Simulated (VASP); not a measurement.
# Sb (R-3m) in VASP: further runs, part 2 of 3

VASP 6.6.1.

## Step 3: Electric field gradients, PBE (zz strain of -1 %)

The input, INCAR:

```
SYSTEM = Sb
ALGO = Normal
EDIFF = 1E-8
ENCUT = 400
GGA = PE
GGA_COMPAT = .FALSE.
ISIF = 2
ISMEAR = -1
LASPH = .TRUE.
LCHARG = .FALSE.
LEFG = .TRUE.
LREAL = .FALSE.
LWAVE = .FALSE.
NBANDS = 12
NELM = 120
PREC = Accurate
SIGMA = 0.05
```

The input, KPOINTS:

```
k-points
0
G
  9 9 9
  0 0 0
```

The input, POSCAR:

```
Sb
1.0
    2.1506003320      1.2416496806      3.7065600000
   -2.1506003320      1.2416496806      3.7065600000
    0.0000000000     -2.4832993611      3.7065600000
Sb
2
Direct
    0.2336400000      0.2336400000      0.2336400000
    0.7663600000      0.7663600000      0.7663600000
```

Potentials or basis: VASP PAW PBE potentials, release 64 (Sb).

On the command line:

```bash
$ cat potpaw_PBE.64/Sb/POTCAR > POTCAR
$ mpirun -np 1 vasp_std > vasp.out
```

OUTCAR:

```text
SYSTEM = Sb
   EDIFF = 1E-8
   ENCUT = 400
   GGA = PE
   ISIF = 2
   ISMEAR = -1
   LASPH = .TRUE.
   LREAL = .FALSE.
   NELM = 120
   PREC = Accurate

 ion  position               nearest neighbor table
   1  0.234  0.234  0.234-   2 2.90   2 2.90   2 2.90   2 3.33   2 3.33   2 3.33
   2  0.766  0.766  0.766-   1 2.90   1 2.90   1 2.90   1 3.33   1 3.33   1 3.33

  LATTYP: Found a trigonal (rhomboedric) cell.
 ALAT       =     4.4615426425
 COS(alpha) =     0.5352928911

  Lattice vectors:

 A1 = (   2.1506003320,   1.2416496806,   3.7065600000)
 A2 = (  -2.1506003320,   1.2416496806,   3.7065600000)
 A3 = (   0.0000000000,  -2.4832993611,   3.7065600000)

Analysis of symmetry for initial positions (statically):
=====================================================================
 Subroutine PRICEL returns:
 Original cell was already a primitive cell.

 Routine SETGRP: Setting up the symmetry group for a
 trigonal (rhombohedral) supercell.

 Subroutine GETGRP returns: Found 12 space group operations
 (whereof 12 operations were pure point group operations)
 out of a pool of 12 trial point group operations.

The static configuration has the point symmetry D_3d.

Analysis of symmetry for dynamics (positions and initial velocities):
=====================================================================
 Subroutine PRICEL returns:
 Original cell was already a primitive cell.

 Routine SETGRP: Setting up the symmetry group for a
 trigonal (rhombohedral) supercell.

 Subroutine GETGRP returns: Found 12 space group operations
 (whereof 12 operations were pure point group operations)
 out of a pool of 12 trial point group operations.

The dynamic configuration has the point symmetry D_3d.

 Subroutine INISYM returns: Found 12 space group operations
 (whereof 12 operations are pure point group operations),
 and found     1 'primitive' translations

----------------------------------------------------------------------------------------

                                     Primitive cell

  volume of cell :      59.3856

  direct lattice vectors                    reciprocal lattice vectors
     2.150600332  1.241649681  3.706560000     0.232493222  0.134230024  0.089930645
    -2.150600332  1.241649681  3.706560000    -0.232493222  0.134230024  0.089930645
     0.000000000 -2.483299361  3.706560000     0.000000000 -0.268460048  0.089930645

  length of vectors
     4.461542643  4.461542643  4.461542642     0.283122444  0.283122444  0.283122445

  position of ions in fractional coordinates (direct lattice)
     0.233640000  0.233640000  0.233640000
     0.766360000  0.766360000  0.766360000

  ion indices of the primitive-cell ions
   primitive index   ion index
                 1           1
                 2           2

----------------------------------------------------------------------------------------

 KPOINTS: k-points

Automatic generation of k-mesh.
 Grid dimensions read from file:
 generate k-points for:    9    9    9
[... 81 lines left out ...]
   IALGO  =     38    algorithm
   IMIX   =      4    mixing-type and parameters
     AMIX     =   0.40;   BMIX     =  1.00
     AMIX_MAG =   1.60;   BMIX_MAG =  1.00
  volume/ion in A,a.u.               =      29.69       200.38
  Fermi-wavevector in a.u.,A,eV,Ry     =   0.904026  1.708362 11.119549  0.817264
  Thomas-Fermi vector in A             =   2.027423
   LORBIT       =      0    0 simple, 1 ext, 2 COOP (PROOUT), +10 PAW based schemes
   GGA     = PE    functional components
   LHFCALC =     F    Hartree Fock is set to
   AEXX    =    0.0000 exact exchange contribution
   IVDW    =     0    specifies the selected vdW correction
   LEPSILON=     F    determine dielectric tensor
   LRPA    =     F    only Hartree local field effects (RPA)
 non-spin polarized calculation
  energy-cutoff  :      400.00
  volume of cell :       59.39
 maximum number of plane-waves:      1089
 NGX is ok and might be reduce to    30
   NGX = 15   NGY = 15   NGZ = 15

 number of electron      10.0000002 magnetization

 Free energy of the ion-electron system (eV)
  ---------------------------------------------------
  ext. energy  EPLUGINS =         0.00000000
  ---------------------------------------------------
  free energy    TOTEN  =        -8.23709981 eV

  energy without entropy =       -8.23528423  energy(sigma->0) =       -8.23619202

 E-fermi :   7.4961     XC(G=0):  -9.6053

 val. band max:        7.4406598721   @ k =   0.3333   0.1111   0.1111
 cond. band min:       7.5117649070   @ k =   0.4444   0.0000   0.0000
 fundamental gap:      0.0711050349
 Fermi energy:         7.4960692397

 k-point     1 :       0.0000    0.0000    0.0000
  band No.  band energies     occupation
      1      -5.3516      2.00000
      2       2.8151      2.00000
      3       5.4781      2.00000
      4       5.6236      2.00000
      5       5.6236      2.00000
      6       9.5881      0.00000
      7      10.2346      0.00000
      8      10.2346      0.00000
      9      12.5185      0.00000
     10      12.5185      0.00000
     11      12.7548      0.00000
     12      14.0364      0.00000
[... 331 lines left out ...]
 k-point    24 :       0.4444    0.4444    0.0000
  band No.  band energies     occupation
      1      -3.0815      2.00000
      2      -0.4074      2.00000
      3       2.1395      2.00000
      4       3.7608      2.00000
      5       3.7620      2.00000
      6       9.0026      0.00000
      7      12.4705      0.00000
      8      12.9997      0.00000
      9      14.1546      0.00000
     10      16.0874      0.00000
     11      17.2191      0.00000
     12      18.3376      0.00000

 [... further k-points ...]

------------------------ aborting loop because EDIFF is reached ----------------------------------------

  FORCE on cell =-STRESS in cart. coord.  units (eV):
  Direction    XX          YY          ZZ          XY          YZ          ZX
  --------------------------------------------------------------------------------------
  -------------------------------------------------------------------------------------
  Total        1.4367187      1.4367187      1.3382856      0.0000000      0.0000000      0.0000000
  in kB       38.7615607     38.7615607     36.1059124      0.0000000      0.0000000      0.0000000
  external PRESSURE =      37.8763446 kB  Pullay stress =       0.0000000 kB

 VOLUME and BASIS-vectors are now :
 -----------------------------------------------------------------------------
  energy-cutoff  :      400.00
  volume of cell :       59.39
      direct lattice vectors                 reciprocal lattice vectors
     2.150600332  1.241649681  3.706560000     0.232493222  0.134230024  0.089930645
    -2.150600332  1.241649681  3.706560000    -0.232493222  0.134230024  0.089930645
     0.000000000 -2.483299361  3.706560000     0.000000000 -0.268460048  0.089930645

 POSITION                                       TOTAL-FORCE (eV/Angst)
 -----------------------------------------------------------------------------------
      0.00000      0.00000      2.59800         0.000000      0.000000      0.309576
      0.00000      0.00000      8.52168         0.000000     -0.000000     -0.309576
 -----------------------------------------------------------------------------------
    total drift:                                0.000000     -0.000000      0.000000

  FREE ENERGIE OF THE ION-ELECTRON SYSTEM (eV)
  ---------------------------------------------------
  free  energy   TOTEN  =        -8.2370998137 eV

  energy  without entropy=       -8.2352842282  energy(sigma->0) =       -8.23619202

 Electric field gradients (V/A^2)
---------------------------------------------------------------------
 ion       V_xx      V_yy      V_zz      V_xy      V_xz      V_yz
---------------------------------------------------------------------
   1      24.604    24.604   -49.208     0.000     0.000    -0.000
   2      24.604    24.604   -49.208     0.000     0.000    -0.000
---------------------------------------------------------------------

 Electric field gradients after diagonalization (V/A^2)
 (convention: |V_zz| > |V_xx| > |V_yy|)
----------------------------------------------------------------------
 ion       V_xx      V_yy      V_zz     asymmetry (V_yy - V_xx)/ V_zz
----------------------------------------------------------------------
   1      24.604    24.604   -49.208       0.000
   2      24.604    24.604   -49.208       0.000
----------------------------------------------------------------------

           NMR quadrupolar parameters

 Cq : quadrupolar parameter    Cq=e*Q*V_zz/h
 eta: asymmetry parameters     (V_yy - V_xx)/ V_zz
 Q  : nuclear electric quadrupole moment in mb (millibarn)
----------------------------------------------------------------------
 ion       Cq(MHz)       eta       Q (mb)
----------------------------------------------------------------------
   1      -0.119       0.000       1.000
   2      -0.119       0.000       1.000
----------------------------------------------------------------------
```

OSZICAR:

```text
N       E                     dE             d eps       ncg     rms          rms(c)
DAV:   1     0.293503797069E+02    0.29350E+02   -0.31104E+03  2040   0.530E+02
DAV:   2    -0.664408703466E+01   -0.35994E+02   -0.34625E+02  2704   0.983E+01
DAV:   3    -0.822719618225E+01   -0.15831E+01   -0.15749E+01  2468   0.226E+01
DAV:   4    -0.823970865851E+01   -0.12512E-01   -0.12511E-01  2376   0.251E+00
DAV:   5    -0.823986279894E+01   -0.15414E-03   -0.15414E-03  2476   0.293E-01    0.311E+00
DAV:   6    -0.823777175759E+01    0.20910E-02   -0.27628E-03  2388   0.334E-01    0.189E+00
DAV:   7    -0.823696222131E+01    0.80954E-03   -0.65329E-03  2400   0.509E-01    0.743E-02
DAV:   8    -0.823707011700E+01   -0.10790E-03   -0.21454E-04  2496   0.890E-02    0.252E-02
DAV:   9    -0.823709872311E+01   -0.28606E-04   -0.42199E-05  2444   0.385E-02    0.605E-03
DAV:  10    -0.823709942398E+01   -0.70088E-06   -0.43998E-06  2452   0.113E-02    0.147E-03
DAV:  11    -0.823709953299E+01   -0.10901E-06   -0.43288E-07  2448   0.405E-03    0.865E-04
DAV:  12    -0.823709977567E+01   -0.24268E-06   -0.45158E-08  2464   0.115E-03    0.198E-04
DAV:  13    -0.823709982534E+01   -0.49675E-07   -0.57321E-09  1744   0.466E-04    0.826E-05
DAV:  14    -0.823709981458E+01    0.10767E-07   -0.60500E-10  1280   0.167E-04    0.692E-06
DAV:  15    -0.823709981366E+01    0.91853E-09   -0.58916E-11  1156   0.580E-05
   1 F= -.82370998E+01 E0= -.82361920E+01  d E =-.181559E-02
```

stdout:

```text
POSCAR found type information on POSCAR Sb
 POSCAR found :  1 types and       2 ions
 scaLAPACK will be used
 LDA part: xc-table for (Slater+PW92), standard interpolation
 POSCAR, INCAR and KPOINTS ok, starting setup
 FFT: planning ... GRIDC
 FFT: planning ... GRID_SOFT
 FFT: planning ... GRID
 WAVECAR not read
 entering main loop
ion   1

ion   2
```

It took 41 s on 1 thread of Intel Xeon Platinum 8488C (Sapphire Rapids), shared host; peak memory 0.18 GiB.

What came out:

| Quantity | Value |
| --- | --- |
| Free energy | -8.2371 eV |
| Pressure | 3.8 GPa |
| Largest force | 0.310 eV/Å |
| Band gap on the k mesh | 0.07 eV, indirect (least direct gap 0.47 eV) |

Forces on the atoms (eV/Å):
```
Sb   0.000  0.000  0.310
Sb   0.000  0.000 -0.310
```

Levels at points of the mesh, in eV from the valence-band top:
```
           k point  band 2  band 3  band 4  band 5  band 6  band 7  band 8  band 9
(0.00, 0.00, 0.00)   -4.63   -1.96   -1.82   -1.82    2.15    2.79    2.79    5.08
```

Electric field gradients, principal values (V/Å²):
```csv
atom,least,middle,greatest (by size)
1 Sb,24.604,24.604,-49.208
2 Sb,24.604,24.604,-49.208
```

Caveat: the cell differs from its parent crystal (zz strain of -1 %); without QUAD_EFG the Cq values of the log hold for a quadrupole moment of 1 mb, not for the nuclei; spin-orbit coupling is left out, which moves the levels of the heavy elements.

(Continued in part 3 of 3.)
